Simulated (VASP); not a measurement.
# SrO (P1) in VASP: phonons with BLYP+D4

Aim: the phonons of SrO with BLYP+D4.

Everything below comes from runs of VASP 6.6.1. Logs are shortened: lines on timing, memory, paths and dates and some standing lists are left out, and cuts for length are marked.

**1. The cell of the first run**

The typed cell holds 2 atoms: a = 3.629 Å, b = 3.629 Å, c = 3.629 Å, α = 60.00°, β = 60.00°, γ = 60.00°.

**2. Phonons, BLYP+D4 (atoms moved at random)**

File INCAR:

```
SYSTEM = SrO
PREC = Accurate ; ENCUT = 520
EDIFF = 1E-8 ; ISMEAR = 0
SIGMA = 0.05 ; LREAL = .FALSE.
LASPH = .TRUE. ; NELM = 60
ALGO = Normal ; ISIF = 2
LWAVE = .FALSE. ; LCHARG = .TRUE.
GGA = B5 ; ALDAX = 1.0
AGGAX = 1.0 ; AGGAC = 1.0
ALDAC = 0.0 ; IVDW = 13
VDW_S6 = 1.0 ; VDW_S8 = 2.34076671
VDW_A1 = 0.44488865 ; VDW_A2 = 4.0933009
IBRION = 6 ; NFREE = 2
POTIM = 0.015 ; NSW = 1
```

File KPOINTS:

```
regular mesh
0
G
  7 7 7
  0 0 0
```

File POSCAR:

```
SrO
1.0
    0.0000000000      2.5663000000      2.5663000000
    2.5663000000      0.0000000000      2.5663000000
    2.5663000000      2.5663000000      0.0000000000
Sr O
1 1
Direct
    0.5192770000      0.5012170000      0.5035900000
   -0.0153760000      0.0280210000     -0.0066030000
```

Potentials or basis: VASP PAW PBE potentials, release 64 (Sr_sv, O).

Started as:

```
$ cat potpaw_PBE.64/Sr_sv/POTCAR potpaw_PBE.64/O/POTCAR > POTCAR
$ mpirun -np 1 vasp_std > vasp.out
```

OUTCAR:

```text
SYSTEM = SrO
   PREC = Accurate
   ENCUT = 520
   EDIFF = 1E-8
   ISMEAR = 0
   LREAL = .FALSE.
   LASPH = .TRUE.
   NELM = 60
   ISIF = 2
   GGA = B5
   IVDW = 13
   IBRION = 6
   NFREE = 2
   POTIM = 0.015
   NSW = 1

 ion  position               nearest neighbor table
   1  0.519  0.501  0.504-   2 2.45   2 2.53   2 2.55   2 2.59   2 2.61   2 2.68
   2  0.985  0.028  0.993-   1 2.45   1 2.53   1 2.55   1 2.59   1 2.61   1 2.68

  LATTYP: Found a face centered cubic cell.
 ALAT       =     5.1326000000

  Lattice vectors:

 A1 = (   0.0000000000,   2.5663000000,   2.5663000000)
 A2 = (   2.5663000000,   0.0000000000,   2.5663000000)
 A3 = (   2.5663000000,   2.5663000000,   0.0000000000)

Analysis of symmetry for initial positions (statically):
=====================================================================
 Subroutine PRICEL returns:
 Original cell was already a primitive cell.

 Routine SETGRP: Setting up the symmetry group for a
 face centered cubic supercell.

 Subroutine GETGRP returns: Found  1 space group operations
 (whereof  1 operations were pure point group operations)
 out of a pool of 48 trial point group operations.

The static configuration has the point symmetry C_1 .

Analysis of symmetry for dynamics (positions and initial velocities):
=====================================================================
 Subroutine PRICEL returns:
 Original cell was already a primitive cell.

 Routine SETGRP: Setting up the symmetry group for a
 face centered cubic supercell.

 Subroutine GETGRP returns: Found  1 space group operations
 (whereof  1 operations were pure point group operations)
 out of a pool of 48 trial point group operations.

The dynamic configuration has the point symmetry C_1 .

 Subroutine INISYM returns: Found  1 space group operations
 (whereof  1 operations are pure point group operations),
 and found     1 'primitive' translations

----------------------------------------------------------------------------------------

                                     Primitive cell

  volume of cell :      33.8028

  direct lattice vectors                    reciprocal lattice vectors
     0.000000000  2.566300000  2.566300000    -0.194833028  0.194833028  0.194833028
     2.566300000  0.000000000  2.566300000     0.194833028 -0.194833028  0.194833028
     2.566300000  2.566300000  0.000000000     0.194833028  0.194833028 -0.194833028

  length of vectors
     3.629296265  3.629296265  3.629296265     0.337460704  0.337460704  0.337460704

  position of ions in fractional coordinates (direct lattice)
     0.519277000  0.501217000  0.503590000
     0.984624000  0.028021000  0.993397000

  ion indices of the primitive-cell ions
   primitive index   ion index
                 1           1
                 2           2

----------------------------------------------------------------------------------------

 KPOINTS: regular mesh

Automatic generation of k-mesh.
 Grid dimensions read from file:
 generate k-points for:    7    7    7

 Generating k-lattice:

  Cartesian coordinates                     Fractional coordinates (reciprocal lattice)
    -0.027833290  0.027833290  0.027833290     0.142857143  0.000000000  0.000000000
     0.027833290 -0.027833290  0.027833290     0.000000000  0.142857143  0.000000000
     0.027833290  0.027833290 -0.027833290     0.000000000  0.000000000  0.142857143

  Length of vectors
     0.048208672  0.048208672  0.048208672

  Shift w.r.t. Gamma in fractional coordinates (k-lattice)
     0.000000000  0.000000000  0.000000000

 Subroutine IBZKPT returns following result:
 ===========================================

 Found    172 irreducible k-points:

 Following reciprocal coordinates:
            Coordinates               Weight
  0.000000  0.000000  0.000000      1.000000
  0.142857  0.000000  0.000000      2.000000
  0.000000  0.142857  0.000000      2.000000
  0.000000  0.000000  0.142857      2.000000
  0.142857  0.142857  0.142857      2.000000
  0.285714  0.000000  0.000000      2.000000
[... 16 lines left out ...]
  0.142857 -0.142857 -0.142857      2.000000
  0.285714  0.285714  0.142857      2.000000
 [... further k-points ...]
   k-points           NKPTS =    172   k-points in BZ     NKDIM =    172   number of bands    NBANDS=     12
   number of dos      NEDOS =    301   number of ions     NIONS =      2
   total plane-waves  NPLWV =  21952
   dimension x,y,z NGX =    28 NGY =   28 NGZ =   28
   dimension x,y,z NGXF=    56 NGYF=   56 NGZF=   56
   ions per type =               1   1
   NGX,Y,Z   is equivalent  to a cutoff of  12.83, 12.83, 12.83 a.u.
   NGXF,Y,Z  is equivalent  to a cutoff of  25.65, 25.65, 25.65 a.u.
 SYSTEM =  SrO
   PREC   = accura    normal or accurate (medium, high low for compatibility)
   ISTART =      0    job   : 0-new  1-cont  2-samecut
   ICHARG =      2    charge: 1-file 2-atom 10-const
   ISPIN  =      1    spin polarized calculation?
   LNONCOLLINEAR =      F non collinear calculations
   LSORBIT =      F    spin-orbit coupling
   LASPH  =      T    aspherical Exc in radial PAW
   ENCUT  =  520.0 eV  38.22 Ry    6.18 a.u.   6.75  6.75  6.75*2*pi/ulx,y,z
   NELM   =     60;   NELMIN=  2; NELMDL= -5     # of ELM steps
   EDIFF  = 0.1E-07   stopping-criterion for ELM
   LREAL  =      F    real-space projection
   EDIFFG = 0.1E-06   stopping-criterion for IOM
   NSW    =     61    number of steps for IOM
   IBRION =      6    ionic relax: 0-MD 1-quasi-New 2-CG
   NFREE  =      2    steps in history (QN), initial steepest desc. (CG)
   ISIF   =      2    stress and relaxation
   ISYM   =      2    0-nonsym 1-usesym 2-fastsym
   POTIM  = 0.0150    time-step for ionic-motion
   TEBEG  =    0.0;   TEEND  =   0.0 temperature during run
   PSTRESS=    0.0 pullay stress
   NELECT =      16.0000    total number of electrons
   NUPDOWN=      -1.0000    fix difference up-down
   EMIN   =  10.00;   EMAX   =-10.00  energy-range for DOS
   EFERMI =   0.00;   METHOD = LEGACY
   ISMEAR =     0;   SIGMA  =   0.05  broadening in eV -4-tet -1-fermi 0-gaus
   EFERMI_NEDOS =   21; number of points for ismear=-14 and -15
   IALGO  =     38    algorithm
   IMIX   =      4    mixing-type and parameters
     AMIX     =   0.40;   BMIX     =  1.00
     AMIX_MAG =   1.60;   BMIX_MAG =  1.00
  volume/ion in A,a.u.               =      16.90       114.06
  Fermi-wavevector in a.u.,A,eV,Ry     =   1.275843  2.410995 22.147245  1.627777
  Thomas-Fermi vector in A             =   2.408533
   LORBIT       =      0    0 simple, 1 ext, 2 COOP (PROOUT), +10 PAW based schemes
   GGA     = B5    functional components
   LHFCALC =     F    Hartree Fock is set to
   AEXX    =    0.0000 exact exchange contribution
   IVDW    =    13    specifies the selected vdW correction
   LEPSILON=     F    determine dielectric tensor
   LRPA    =     F    only Hartree local field effects (RPA)
 finite differences with symmetry
 non-spin polarized calculation
 Gauss-broadening in eV      SIGMA  =   0.05
  energy-cutoff  :      520.00
  volume of cell :       33.80
 maximum number of plane-waves:       941
   NGX = 13   NGY = 13   NGZ = 13

--------------------------------------- Ionic step        1  -------------------------------------------

 number of electron      16.0000001 magnetization

 Free energy of the ion-electron system (eV)
  ---------------------------------------------------
  ext. energy  EPLUGINS =         0.00000000
  ---------------------------------------------------
  free energy    TOTEN  =       -11.42816111 eV

  energy without entropy =      -11.42816111  energy(sigma->0) =      -11.42816111

------------------------ aborting loop because EDIFF is reached ----------------------------------------

  DFT-D4 for vdW energy calculation

  Edisp (eV):   -0.62447
[... 105 lines left out ...]
  FREE ENERGIE OF THE ION-ELECTRON SYSTEM (eV)
  ---------------------------------------------------
  free  energy   TOTEN  =       -12.0507174065 eV

  energy  without entropy=      -12.0507174065  energy(sigma->0) =      -12.05071741

[... ionic steps 4 to 10 ...]

--------------------------------------- Ionic step       11  -------------------------------------------

 number of electron      16.0000000 magnetization

------------------------ aborting loop because EDIFF is reached ----------------------------------------
[... 75 lines left out ...]
--------------------------------------- Ionic step       13  -------------------------------------------

 number of electron      15.9999999 magnetization

 Free energy of the ion-electron system (eV)
  ---------------------------------------------------
  ext. energy  EPLUGINS =         0.00000000
  ---------------------------------------------------
  free energy    TOTEN  =       -11.42709064 eV

  energy without entropy =      -11.42709064  energy(sigma->0) =      -11.42709064

 E-fermi :   2.2815     XC(G=0):  -9.5848

 val. band max:        2.0049314124   @ k =   0.0000   0.0000   0.0000
 cond. band min:       5.5541541532   @ k =   0.4286   0.0000   0.4286
 fundamental gap:      3.5492227407
 Fermi energy:         2.2815087239

 k-point     1 :       0.0000    0.0000    0.0000
  band No.  band energies     occupation
      1     -30.3438      2.00000
      2     -13.0131      2.00000
      3     -12.0154      2.00000
      4     -12.0152      2.00000
      5     -11.9685      2.00000
      6       1.9916      2.00000
      7       1.9954      2.00000
      8       2.0049      2.00000
      9       6.2944      0.00000
     10       8.2796      0.00000
     11       8.3313      0.00000
     12       8.3571      0.00000
[... 331 lines left out ...]
 k-point    24 :       0.2857    0.2857    0.1429
  band No.  band energies     occupation
      1     -30.2615      2.00000
      2     -13.9132      2.00000
      3     -12.1586      2.00000
      4     -12.1274      2.00000
      5     -11.2373      2.00000
      6       0.6760      2.00000
      7       1.5297      2.00000
      8       1.7148      2.00000
      9       7.2824      0.00000
     10       8.3976      0.00000
     11       9.9324      0.00000
     12      10.1370      0.00000

 [... further k-points ...]

------------------------ aborting loop because EDIFF is reached ----------------------------------------

  DFT-D4 for vdW energy calculation

  Edisp (eV):   -0.62450
[... 25 lines left out ...]
  FREE ENERGIE OF THE ION-ELECTRON SYSTEM (eV)
  ---------------------------------------------------
  free  energy   TOTEN  =       -12.0515914370 eV

  energy  without entropy=      -12.0515914370  energy(sigma->0) =      -12.05159144

 INTERNAL STRAIN TENSORS FROM DISPLACED ATOMS
 ============================================

 INTERNAL STRAIN TENSOR FOR ION    1 for displacements in x,y,z  (eV/Angst):
          X           Y           Z          XY          YZ          ZX
  --------------------------------------------------------------------------------
  x    -2.00486     0.25907     0.23937    -0.48237    -0.00048    -0.08044
  y    -0.62248     5.52193    -0.61775     0.19108    -0.08999    -0.00047
  z    -0.11802    -0.12626     0.94023    -0.00046    -0.47484     0.16784

 INTERNAL STRAIN TENSOR FOR ION    2 for displacements in x,y,z  (eV/Angst):
          X           Y           Z          XY          YZ          ZX
  --------------------------------------------------------------------------------
  x     1.99436    -0.26572    -0.24569     0.47919    -0.00119     0.07698
  y     0.62397    -5.51583     0.61843    -0.18931     0.08664    -0.00109
  z     0.12179     0.13035    -0.93513    -0.00078     0.47255    -0.16652

 Eigenvectors and eigenvalues of the dynamical matrix
 ----------------------------------------------------

   1 f  =    7.744745 THz    48.661665 2PiTHz  258.336872 cm-1    32.029676 meV
             X         Y         Z           dx          dy          dz
      2.578636  2.624984  2.618894     0.028040    0.391248   -0.012632
      2.621265  5.076195  2.598751    -0.065969   -0.916919    0.029784

   2 f  =    6.858819 THz    43.095232 2PiTHz  228.785580 cm-1    28.365784 meV
             X         Y         Z           dx          dy          dz
      2.578636  2.624984  2.618894     0.387351   -0.026124    0.057910
      2.621265  5.076195  2.598751    -0.907564    0.060771   -0.136225

   3 f  =    6.745787 THz    42.385027 2PiTHz  225.015220 cm-1    27.898319 meV
             X         Y         Z           dx          dy          dz
      2.578636  2.624984  2.618894    -0.057239    0.016936    0.387989
      2.621265  5.076195  2.598751     0.133686   -0.039018   -0.909124

   4 f/i=    0.001034 THz     0.006494 2PiTHz    0.034478 cm-1     0.004275 meV
             X         Y         Z           dx          dy          dz
      2.578636  2.624984  2.618894     0.645902   -0.373529   -0.537571
      2.621265  5.076195  2.598751     0.275907   -0.159535   -0.229626

   5 f/i=    0.004403 THz     0.027665 2PiTHz    0.146871 cm-1     0.018210 meV
             X         Y         Z           dx          dy          dz
      2.578636  2.624984  2.618894    -0.624080   -0.122888   -0.664437
      2.621265  5.076195  2.598751    -0.266182   -0.052424   -0.283452

   6 f/i=    0.004926 THz     0.030953 2PiTHz    0.164322 cm-1     0.020373 meV
             X         Y         Z           dx          dy          dz
      2.578636  2.624984  2.618894     0.198072    0.831463   -0.339842
      2.621265  5.076195  2.598751     0.084412    0.354746   -0.144829

 ELASTIC MODULI CONTR FROM IONIC RELAXATION (kBar)
 Direction    XX          YY          ZZ          XY          YZ          ZX
 --------------------------------------------------------------------------------
 XX         -77.9233     55.4671      5.6718    -15.8225     -1.7704     -2.4805
 YY          55.4671   -436.5199     49.4995    -13.4475      6.2006      0.5011
 ZZ           5.6718     49.4995    -22.9618      3.8398      7.5290     -2.5727
 XY         -15.8225    -13.4475      3.8398     -4.7777      0.2867     -0.7052
 YZ          -1.7704      6.2006      7.5290      0.2867     -4.3460      1.4978
 ZX          -2.4805      0.5011     -2.5727     -0.7052      1.4978     -0.6406
 --------------------------------------------------------------------------------
```

Wall time 9.3 min (1 thread of Intel Xeon Platinum 8259CL at 2.50GHz (Skylake/Cascade Lake), shared host); peak memory 0.28 GiB.

What came out:

* Highest phonon frequency at Γ, LO-TO splitting left out: 258 cm⁻¹
* Dispersion energy per atom: -0.312 eV

Phonon frequencies in cm⁻¹ (negative: imaginary):
| q point | frequencies |
| --- | --- |
| (0.000, 0.000, 0.000) | 0 0 0 225 229 258 |

Caveat: the cell differs from its parent crystal (atoms moved at random); the cell stands under pressure or tension, which shifts response properties.
